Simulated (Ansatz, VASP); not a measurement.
## Ga in VASP and in Ansatz

```
Ga
1.0
     2.96945    0.00000    0.00000
    -1.48473    2.57162    0.00000
     0.00000    0.00000    9.94112
Ga
4
Cartesian
  0.0000 0.0000 0.0000
  0.0000 0.0000 4.9706
  0.0000 1.7144 7.4558
  1.4847 0.8572 2.4853
```

Alike in both runs: task relaxation of cell and atoms; functional PBE; k mesh 18 × 18 × 6; occupations gaussian, width 0.1 eV; no spin polarisation.

```csv
,VASP,Ansatz
version,VASP 6.6.1,Ansatz 0.2.0
potentials or method,"VASP PAW PBE potentials, release 64 (Ga_d), cutoff 600 eV","scalar-relativistic, plane waves, PAW"
valence electrons in the cell,52,52
```

```csv
,VASP,Ansatz,Ansatz less VASP
"gap on the k mesh at the Fermi level, each at its own relaxed structure (eV)",none,none,-
relaxed volume (Å³/atom),18.98,18.98,0.000
relaxed length of the cell vector where the two differ most in proportion (Å),2.969,2.969,0.0000
```

A gap of «none» marks a metal or a gap that the smearing closes.

Noted on VASP's run: the relaxation stopped at its first step, so nothing moved.
